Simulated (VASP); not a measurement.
# BaCa3O4 (Pm-3m) in VASP: further runs

BaCa3O4 is run at these levels: PBE; tasks: single point, relaxation of cell and atoms.

All numbers are computed with VASP 6.6.1; they aren't measurements. Logs are shortened: lines on timing, memory, paths and dates and some standing lists are left out, and cuts for length are marked.

## Step 1: The cell of the first run

Symmetry: Pm-3m, No. 221, cubic system. The conventional cell has a = 5.081 Å, b = 5.081 Å, c = 5.081 Å, α = 90.00°, β = 90.00°, γ = 90.00°. Within 3.4 Å of Ba (site symmetry m-3m) lie 6 O at 2.54 Å. Within 3.4 Å of Ca (site symmetry 4/mmm) lie 6 O at 2.54 Å. O (site symmetry m-3m) has 6 Ca at 2.54 Å within 3.4 Å. O (site symmetry 4/mmm) has 2 Ba at 2.54 Å and 4 Ca at 2.54 Å within 3.4 Å.

## Step 2: Single point, PBE

Input file INCAR:

```
SYSTEM = BaCa3O4
ALGO = Normal
EDIFF = 1E-6
ENCUT = 520
GGA = PE
ISIF = 2
ISMEAR = -1
LASPH = .True.
LCHARG = .False.
LREAL = .False.
LWAVE = .False.
NBANDS = 42
NELM = 80
PREC = Accurate
SIGMA = 0.02
```

Input file KPOINTS:

```
k-points
0
Gamma
  5 5 5
  0 0 0
```

Input file POSCAR:

```
BaCa3O4
1.0
    5.0813498601      0.0000000000      0.0000000000
    0.0000000000      5.0813498601      0.0000000000
    0.0000000000      0.0000000000      5.0813498601
Ba Ca O
1 3 4
Direct
    0.5000000000      0.5000000000      0.5000000000
    0.0000000000      0.0000000000      0.5000000000
    0.0000000000      0.5000000000      0.0000000000
    0.5000000000      0.0000000000      0.0000000000
    0.0000000000      0.0000000000      0.0000000000
    0.5000000000      0.5000000000      0.0000000000
    0.5000000000      0.0000000000      0.5000000000
    0.0000000000      0.5000000000      0.5000000000
```

Potentials or basis: VASP PAW PBE potentials, release 64 (Ba_sv, Ca_sv, O).

Started as:

```sh
> cat potpaw_PBE.64/Ba_sv/POTCAR potpaw_PBE.64/Ca_sv/POTCAR potpaw_PBE.64/O/POTCAR > POTCAR
> mpirun -np 1 vasp_std > vasp.out
```

OUTCAR:

```text
SYSTEM = BaCa3O4
   EDIFF = 1E-6
   ENCUT = 520
   GGA = PE
   ISIF = 2
   ISMEAR = -1
   LASPH = .True.
   LREAL = .False.
   NELM = 80
   PREC = Accurate

 ion  position               nearest neighbor table
   1  0.500  0.500  0.500-   6 2.54   7 2.54   8 2.54   6 2.54   7 2.54   8 2.54   3 3.59   4 3.59
                             2 3.59   2 3.59   4 3.59   3 3.59   4 3.59   2 3.59   3 3.59   4 3.59
   2  0.000  0.000  0.500-   5 2.54   7 2.54   8 2.54   5 2.54   8 2.54   7 2.54   1 3.59   1 3.59
                             1 3.59   1 3.59
   3  0.000  0.500  0.000-   5 2.54   6 2.54   8 2.54   8 2.54   5 2.54   6 2.54   1 3.59   1 3.59
                             1 3.59   1 3.59
   4  0.500  0.000  0.000-   5 2.54   6 2.54   7 2.54   7 2.54   6 2.54   5 2.54   1 3.59   1 3.59
                             1 3.59   1 3.59
   5  0.000  0.000  0.000-   2 2.54   3 2.54   4 2.54   2 2.54   3 2.54   4 2.54
   6  0.500  0.500  0.000-   1 2.54   3 2.54   4 2.54   1 2.54   4 2.54   3 2.54
   7  0.500  0.000  0.500-   1 2.54   2 2.54   4 2.54   4 2.54   1 2.54   2 2.54
   8  0.000  0.500  0.500-   1 2.54   2 2.54   3 2.54   3 2.54   2 2.54   1 2.54

  LATTYP: Found a simple cubic cell.
 ALAT       =     5.0813498601

  Lattice vectors:

 A1 = (   5.0813498601,   0.0000000000,   0.0000000000)
 A2 = (   0.0000000000,   5.0813498601,   0.0000000000)
 A3 = (   0.0000000000,   0.0000000000,   5.0813498601)

Analysis of symmetry for initial positions (statically):
=====================================================================
 Subroutine PRICEL returns:
 Original cell was already a primitive cell.

 Routine SETGRP: Setting up the symmetry group for a
 simple cubic supercell.

 Subroutine GETGRP returns: Found 48 space group operations
 (whereof 48 operations were pure point group operations)
 out of a pool of 48 trial point group operations.

The static configuration has the point symmetry O_h .

Analysis of symmetry for dynamics (positions and initial velocities):
=====================================================================
 Subroutine PRICEL returns:
 Original cell was already a primitive cell.

 Routine SETGRP: Setting up the symmetry group for a
 simple cubic supercell.

 Subroutine GETGRP returns: Found 48 space group operations
 (whereof 48 operations were pure point group operations)
 out of a pool of 48 trial point group operations.

The dynamic configuration has the point symmetry O_h .

 Subroutine INISYM returns: Found 48 space group operations
 (whereof 48 operations are pure point group operations),
 and found     1 'primitive' translations

----------------------------------------------------------------------------------------

                                     Primitive cell

  volume of cell :     131.2010

  direct lattice vectors                    reciprocal lattice vectors
     5.081349860  0.000000000  0.000000000     0.196798100  0.000000000  0.000000000
     0.000000000  5.081349860  0.000000000     0.000000000  0.196798100  0.000000000
     0.000000000  0.000000000  5.081349860     0.000000000  0.000000000  0.196798100

  length of vectors
     5.081349860  5.081349860  5.081349860     0.196798100  0.196798100  0.196798100

  position of ions in fractional coordinates (direct lattice)
     0.500000000  0.500000000  0.500000000
     0.000000000  0.000000000  0.500000000
     0.000000000  0.500000000  0.000000000
     0.500000000  0.000000000  0.000000000
     0.000000000  0.000000000  0.000000000
     0.500000000  0.500000000  0.000000000
     0.500000000  0.000000000  0.500000000
     0.000000000  0.500000000  0.500000000

  ion indices of the primitive-cell ions
   primitive index   ion index
                 1           1
                 2           2
                 3           3
                 4           4
                 5           5
                 6           6
                 7           7
                 8           8

----------------------------------------------------------------------------------------

 KPOINTS: k-points

Automatic generation of k-mesh.
 Grid dimensions read from file:
 generate k-points for:    5    5    5

 Generating k-lattice:

  Cartesian coordinates                     Fractional coordinates (reciprocal lattice)
     0.039359620  0.000000000  0.000000000     0.200000000  0.000000000  0.000000000
     0.000000000  0.039359620  0.000000000     0.000000000  0.200000000  0.000000000
     0.000000000  0.000000000  0.039359620     0.000000000  0.000000000  0.200000000

  Length of vectors
     0.039359620  0.039359620  0.039359620

  Shift w.r.t. Gamma in fractional coordinates (k-lattice)
     0.000000000  0.000000000  0.000000000

 Subroutine IBZKPT returns following result:
 ===========================================

 Found     10 irreducible k-points:

 Following reciprocal coordinates:
            Coordinates               Weight
  0.000000  0.000000  0.000000      1.000000
  0.200000  0.000000  0.000000      6.000000
  0.400000  0.000000  0.000000      6.000000
  0.200000  0.200000  0.000000     12.000000
  0.400000  0.200000  0.000000     24.000000
  0.400000  0.400000  0.000000     12.000000
  0.200000  0.200000  0.200000      8.000000
  0.400000  0.200000  0.200000     24.000000
  0.400000  0.400000  0.200000     24.000000
  0.400000  0.400000  0.400000      8.000000
   k-points           NKPTS =     10   k-points in BZ     NKDIM =     10   number of bands    NBANDS=     42
   number of dos      NEDOS =    301   number of ions     NIONS =      8
   total plane-waves  NPLWV =  64000
   dimension x,y,z NGX =    40 NGY =   40 NGZ =   40
   dimension x,y,z NGXF=    80 NGYF=   80 NGZF=   80
   ions per type =               1   3   4
   NGX,Y,Z   is equivalent  to a cutoff of  13.09, 13.09, 13.09 a.u.
   NGXF,Y,Z  is equivalent  to a cutoff of  26.17, 26.17, 26.17 a.u.
 SYSTEM =  BaCa3O4
   PREC   = accura    normal or accurate (medium, high low for compatibility)
   ISTART =      0    job   : 0-new  1-cont  2-samecut
   ICHARG =      2    charge: 1-file 2-atom 10-const
   ISPIN  =      1    spin polarized calculation?
   LNONCOLLINEAR =      F non collinear calculations
   LSORBIT =      F    spin-orbit coupling
   LASPH  =      T    aspherical Exc in radial PAW
   ENCUT  =  520.0 eV  38.22 Ry    6.18 a.u.   9.45  9.45  9.45*2*pi/ulx,y,z
   NELM   =     80;   NELMIN=  2; NELMDL= -5     # of ELM steps
   EDIFF  = 0.1E-05   stopping-criterion for ELM
   LREAL  =      F    real-space projection
   EDIFFG = 0.1E-04   stopping-criterion for IOM
   NSW    =      0    number of steps for IOM
   IBRION =     -1    ionic relax: 0-MD 1-quasi-New 2-CG
   NFREE  =      0    steps in history (QN), initial steepest desc. (CG)
   ISIF   =      2    stress and relaxation
   ISYM   =      2    0-nonsym 1-usesym 2-fastsym
   POTIM  = 0.5000    time-step for ionic-motion
   TEBEG  =    0.0;   TEEND  =   0.0 temperature during run
   PSTRESS=    0.0 pullay stress
   NELECT =      64.0000    total number of electrons
   NUPDOWN=      -1.0000    fix difference up-down
   EMIN   =  10.00;   EMAX   =-10.00  energy-range for DOS
   EFERMI =   0.00;   METHOD = LEGACY
   ISMEAR =    -1;   SIGMA  =   0.02  broadening in eV -4-tet -1-fermi 0-gaus
   EFERMI_NEDOS =   21; number of points for ismear=-14 and -15
   IALGO  =     38    algorithm
   IMIX   =      4    mixing-type and parameters
     AMIX     =   0.40;   BMIX     =  1.00
     AMIX_MAG =   1.60;   BMIX_MAG =  1.00
  volume/ion in A,a.u.               =      16.40       110.67
  Fermi-wavevector in a.u.,A,eV,Ry     =   1.288712  2.435312 22.596249  1.660777
  Thomas-Fermi vector in A             =   2.420649
   LORBIT       =      0    0 simple, 1 ext, 2 COOP (PROOUT), +10 PAW based schemes
   GGA     = PE    functional components
   LHFCALC =     F    Hartree Fock is set to
   AEXX    =    0.0000 exact exchange contribution
   IVDW    =     0    specifies the selected vdW correction
   LEPSILON=     F    determine dielectric tensor
   LRPA    =     F    only Hartree local field effects (RPA)
 non-spin polarized calculation
  energy-cutoff  :      520.00
  volume of cell :      131.20
 maximum number of plane-waves:      3575
 NGX is ok and might be reduce to    40
   NGX = 19   NGY = 19   NGZ = 19

 number of electron      64.0000019 magnetization

 Free energy of the ion-electron system (eV)
  ---------------------------------------------------
  ext. energy  EPLUGINS =         0.00000000
  ---------------------------------------------------
  free energy    TOTEN  =       -48.76934236 eV

  energy without entropy =      -48.76934236  energy(sigma->0) =      -48.76934236

 E-fermi :   3.2631     XC(G=0):  -9.9917

 val. band max:        2.7814030813   @ k =   0.0000   0.0000   0.0000
 cond. band min:       5.0704554192   @ k =   0.0000   0.0000   0.0000
 fundamental gap:      2.2890523379
 Fermi energy:         3.2631025429

 k-point     1 :       0.0000    0.0000    0.0000
  band No.  band energies     occupation
      1     -36.7257      2.00000
      2     -36.6786      2.00000
      3     -36.6786      2.00000
      4     -22.0346      2.00000
      5     -17.8756      2.00000
      6     -17.8756      2.00000
[... 34 lines left out ...]
     41       8.5514      0.00000
     42       8.7739      0.00000

 k-point     2 :       0.2000    0.0000    0.0000
  band No.  band energies     occupation
      1     -36.7217      2.00000
      2     -36.6824      2.00000
      3     -36.6785      2.00000
      4     -22.0290      2.00000
      5     -17.8720      2.00000
      6     -17.8620      2.00000
[... 34 lines left out ...]
     41       8.6942      0.00000
     42       8.8440      0.00000

 k-point     3 :       0.4000    0.0000    0.0000
  band No.  band energies     occupation
      1     -36.7123      2.00000
      2     -36.6914      2.00000
      3     -36.6783      2.00000
      4     -22.0197      2.00000
      5     -17.8441      2.00000
      6     -17.8336      2.00000
[... 34 lines left out ...]
     41       8.6508      0.00000
     42       8.6521      0.00000

 k-point     4 :       0.2000    0.2000    0.0000
  band No.  band energies     occupation
      1     -36.7179      2.00000
      2     -36.6838      2.00000
      3     -36.6805      2.00000
      4     -22.0223      2.00000
      5     -17.9042      2.00000
      6     -17.8482      2.00000
[... 34 lines left out ...]
     41       8.7754      0.00000
     42       8.9314      0.00000

 k-point     5 :       0.4000    0.2000    0.0000
  band No.  band energies     occupation
      1     -36.7091      2.00000
      2     -36.6914      2.00000
      3     -36.6811      2.00000
      4     -22.0114      2.00000
      5     -17.9156      2.00000
      6     -17.8659      2.00000
[... 34 lines left out ...]
     41       8.5238      0.00000
     42       8.8146      0.00000

 k-point     6 :       0.4000    0.4000    0.0000
  band No.  band energies     occupation
      1     -36.7013      2.00000
      2     -36.6922      2.00000
      3     -36.6875      2.00000
      4     -21.9978      2.00000
      5     -17.9711      2.00000
      6     -17.9402      2.00000
[... 34 lines left out ...]
     41       8.4018      0.00000
     42       9.0474      0.00000

 k-point     7 :       0.2000    0.2000    0.2000
  band No.  band energies     occupation
      1     -36.7145      2.00000
      2     -36.6837      2.00000
      3     -36.6837      2.00000
      4     -22.0146      2.00000
      5     -17.9405      2.00000
      6     -17.8504      2.00000
[... 34 lines left out ...]
     41       8.8794      0.00000
     42       8.8970      0.00000

 k-point     8 :       0.4000    0.2000    0.2000
  band No.  band energies     occupation
      1     -36.7064      2.00000
      2     -36.6913      2.00000
      3     -36.6835      2.00000
      4     -22.0020      2.00000
      5     -17.9738      2.00000
      6     -17.8898      2.00000
[... 34 lines left out ...]
     41       8.7521      0.00000
     42       8.8049      0.00000

 k-point     9 :       0.4000    0.4000    0.2000
  band No.  band energies     occupation
      1     -36.6999      2.00000
      2     -36.6920      2.00000
      3     -36.6887      2.00000
      4     -21.9866      2.00000
      5     -18.0371      2.00000
      6     -17.9549      2.00000
[... 34 lines left out ...]
     41       8.5978      0.00000
     42       9.2087      0.00000

 k-point    10 :       0.4000    0.4000    0.4000
  band No.  band energies     occupation
      1     -36.6963      2.00000
      2     -36.6918      2.00000
      3     -36.6918      2.00000
      4     -21.9682      2.00000
      5     -18.1140      2.00000
      6     -17.9779      2.00000
[... 34 lines left out ...]
     41       8.9515      0.00000
     42       9.1497      0.00000

------------------------ aborting loop because EDIFF is reached ----------------------------------------

  FORCE on cell =-STRESS in cart. coord.  units (eV):
  Direction    XX          YY          ZZ          XY          YZ          ZX
  --------------------------------------------------------------------------------------
  -------------------------------------------------------------------------------------
  Total        1.0958554      1.0958554      1.0958554      0.0000000     -0.0000000      0.0000000
  in kB       13.3821704     13.3821704     13.3821704      0.0000000     -0.0000000      0.0000000
  external PRESSURE =      13.3821704 kB  Pullay stress =       0.0000000 kB

 VOLUME and BASIS-vectors are now :
 -----------------------------------------------------------------------------
  energy-cutoff  :      520.00
  volume of cell :      131.20
      direct lattice vectors                 reciprocal lattice vectors
     5.081349860  0.000000000  0.000000000     0.196798100  0.000000000  0.000000000
     0.000000000  5.081349860  0.000000000     0.000000000  0.196798100  0.000000000
     0.000000000  0.000000000  5.081349860     0.000000000  0.000000000  0.196798100

 POSITION                                       TOTAL-FORCE (eV/Angst)
 -----------------------------------------------------------------------------------
      2.54067      2.54067      2.54067         0.000000      0.000000      0.000000
      0.00000      0.00000      2.54067         0.000000      0.000000      0.000000
      0.00000      2.54067      0.00000         0.000000      0.000000      0.000000
      2.54067      0.00000      0.00000         0.000000      0.000000      0.000000
      0.00000      0.00000      0.00000         0.000000      0.000000      0.000000
      2.54067      2.54067      0.00000         0.000000      0.000000      0.000000
      2.54067      0.00000      2.54067         0.000000      0.000000      0.000000
      0.00000      2.54067      2.54067         0.000000      0.000000      0.000000
 -----------------------------------------------------------------------------------
    total drift:                                0.000000      0.000000     -0.000000

  FREE ENERGIE OF THE ION-ELECTRON SYSTEM (eV)
  ---------------------------------------------------
  free  energy   TOTEN  =       -48.7693423620 eV

  energy  without entropy=      -48.7693423620  energy(sigma->0) =      -48.76934236
```

Wall time 1.9 min (1 thread of Intel Xeon 8259CL, shared host); peak memory 0.26 GiB.

What came out:

```yaml
Free_energy: -48.7693 eV
Pressure: 1.3 GPa
Band_gap_on_the_k_mesh: 2.29 eV
```

Caveat: spin-orbit coupling is left out, which moves the levels of the heavy elements; an odd mesh through Γ misses points on the zone boundary, where band edges can lie.

## Step 3: Relaxation of cell and atoms, PBE

This run uses another cell than the first one, of 16.66 Å³/atom.

Input file INCAR:

```
SYSTEM = BaCa3O4
PREC     = Accurate       ! precision mode
ENCUT    = 600            ! plane-wave cutoff, eV
EDIFF    = 1E-7           ! SCF threshold, eV
ISMEAR   = -1             ! smearing method
SIGMA    = 0.02           ! smearing width, eV
LREAL    = .False.        ! projectors in reciprocal space
LASPH    = .True.         ! aspherical terms in the spheres
NELM     = 80             ! most SCF steps
ALGO     = Normal         ! electronic algorithm
ISIF     = 3              ! what is computed and relaxed
LWAVE    = .False.        ! write WAVECAR
LCHARG   = .False.        ! write CHGCAR
GGA      = PE             ! functional
IBRION   = 2              ! ionic algorithm
NSW      = 80             ! ionic steps
EDIFFG   = -0.01          ! ionic threshold
```

Input file KPOINTS:

```
Automatic mesh
0
Gamma
  5 5 5
  0 0 0
```

Edit POSCAR of step 2 so:

```diff
@@ -2,5 +2,5 @@
 1.0
-    5.0813498601      0.0000000000      0.0000000000
-    0.0000000000      5.0813498601      0.0000000000
-    0.0000000000      0.0000000000      5.0813498601
+    5.1082460000      0.0000000000      0.0000000000
+    0.0000000000      5.1082460000      0.0000000000
+    0.0000000000      0.0000000000      5.1082460000
 Ba Ca O
```

Potentials or basis: VASP PAW PBE potentials, release 64 (Ba_sv, Ca_sv, O).

Started as:

```sh
> cat potpaw_PBE.64/Ba_sv/POTCAR potpaw_PBE.64/Ca_sv/POTCAR potpaw_PBE.64/O/POTCAR > POTCAR
> mpirun -np 1 vasp_std > vasp.out
```

Run time: 4.5 min. Hardware: 1 thread of Intel Xeon 8259CL, shared host; peak memory 0.3 GiB.

It converged, with:

```yaml
Free_energy: -48.7864 eV
Relaxed_volume: 16.61 Å³/atom
Relaxed_cell: a = 5.103 Å, b = 5.103 Å, c = 5.103 Å, α = 90.00°, β = 90.00°, γ = 90.00°
Space_group_after_relaxing_to_0.1_Å: Pm-3m (No. 221)
Energy_gained_by_relaxing: 0.0 meV/atom
Ionic_steps: 2
Pressure_after_relaxing: 0.1 GPa
Band_gap_on_the_k_mesh: 2.34 eV
```

Step by step:
```
step  energy change (eV)  largest force (eV/Å)  pressure (GPa)  volume (Å³)
   1              0.0000                0.0000           -0.20       133.30
   2             -0.0002                0.0000            0.07       132.90
```

Final structure:
```
Ba Ca O
1.0
     5.10318    0.00000    0.00000
     0.00000    5.10318    0.00000
     0.00000    0.00000    5.10318
Ba Ca O
1 3 4
Direct
  0.50000 0.50000 0.50000
  0.00000 0.00000 0.50000
  0.00000 0.50000 0.00000
  0.50000 0.00000 0.00000
  0.00000 0.00000 0.00000
  0.50000 0.50000 0.00000
  0.50000 0.00000 0.50000
  0.00000 0.50000 0.50000
```

Levels at points of the mesh, in eV from the valence-band top:
```
           k point  band 30  band 31  band 32  band 33  band 34  band 35
(0.00, 0.00, 0.00)     0.00     0.00     0.00     2.34     2.34     2.34
```

Caveat: spin-orbit coupling is left out, which moves the levels of the heavy elements; an odd mesh through Γ misses points on the zone boundary, where band edges can lie.
